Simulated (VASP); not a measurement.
Set up this calculation in VASP 6.6.1, as the native input.

* Task: single point
* Functional: PBE
* Potentials or basis: VASP PAW PBE potentials, release 64 (Na_pv)
* Cutoff: 520 eV
* k mesh: 19 × 19 × 19
* Occupations: fermi-dirac, width 0.0612256 eV
* Spin: no spin polarisation
* Dipole correction: no
* Further INCAR settings: ALGO = Normal; EDIFF = 1e-06; NBANDS = 10

The structure of Na lies in POSCAR:

```
Na
1.0
   -2.0562431711      2.0562431711      2.0562431711
    2.0562431711     -2.0562431711      2.0562431711
    2.0562431711      2.0562431711     -2.0562431711
Na
1
Direct
    0.0000000000      0.0000000000      0.0000000000
```

One way to write it, as run:

INCAR

```
ALGO = Normal ; EDIFF = 1E-6
ENCUT = 520 ; GGA = PE
ISIF = 2 ; ISMEAR = -1
LASPH = T ; LCHARG = F
LREAL = F ; LWAVE = F
NBANDS = 10 ; NELM = 100
PREC = Accurate ; SIGMA = 0.06122561905347299
```

KPOINTS

```
k-points
0
Gamma
  19 19 19
```

Potentials or basis: VASP PAW PBE potentials, release 64 (Na_pv).

Command:

```sh
$ cat potpaw_PBE.64/Na_pv/POTCAR > POTCAR
$ mpirun -np 1 vasp_std > vasp.out
```

Results of the run:

```
Pressure               : 0.5 GPa
Band gap on the k mesh : zero (an odd number of electrons rules out a gap without spin polarisation)
```

Run time: 18 s on 1 thread of Intel(R) Xeon(R) 6975P-C (Granite Rapids), with other jobs on the host, peak memory 0.19 GiB.
